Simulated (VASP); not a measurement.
Write the native input for VASP 6.6.1 that does the following.

```
Task                   : single point
Functional             : PBEsol
Potentials or basis    : VASP PAW PBE potentials, release 64 (Bi_d, Te)
Cutoff                 : 520 eV
k mesh                 : 14 × 14 × 14
Occupations            : gaussian, width 0.15 eV
Spin                   : no spin polarisation
Dipole correction      : no
Further INCAR settings : ALGO = Normal; EDIFF = 1e-06; NBANDS = 18
```

The structure of BiTe lies in POSCAR:

```
BiTe
1.0
    0.0000000000      3.1379500000      3.2835250000
    3.1379500000      0.0000000000      3.2835250000
    3.1379500000      3.1379500000      0.0000000000
Bi Te
1 1
Direct
    0.0000000000      0.0000000000      0.0000000000
    0.5000000000      0.5000000000      0.5000000000
```

This cell differs from its parent crystal: strain -0.030 along x and y, +0.015 along z.

One way to write it, as run:

INCAR

```
SYSTEM = BiTe
  PREC = Accurate
  ENCUT = 520
  EDIFF = 1E-6
  ISMEAR = 0
  SIGMA = 0.15
  LREAL = .False.
  LASPH = .True.
  NELM = 60
  ALGO = Normal
  ISIF = 2
  LWAVE = .False.
  LCHARG = .False.
  GGA = PS
  NBANDS = 18
```

KPOINTS

```
Automatic mesh
0
Gamma
  14 14 14
  0 0 0
```

Potentials or basis: VASP PAW PBE potentials, release 64 (Bi_d, Te).

The run is started by

```console
$ cat potpaw_PBE.64/Bi_d/POTCAR potpaw_PBE.64/Te/POTCAR > POTCAR
$ mpirun -np 1 vasp_std > vasp.out
```

It gave:

```json
{
 "Pressure": "0.8 GPa",
 "Band gap on the k mesh": "zero (an odd number of electrons rules out a gap without spin polarisation)"
}
```

Caveat: the cell differs from its parent crystal (strain -0.030 along x and y, +0.015 along z); the PAW data sets were made with another functional, which shifts forces and pressure a little; spin-orbit coupling is left out, which moves the levels of the heavy elements.

It took 3 min on 1 thread of Intel(R) Xeon(R) Platinum 8259CL CPU @ 2.50GHz (Skylake/Cascade Lake) (shared host), peak memory 0.42 GiB.
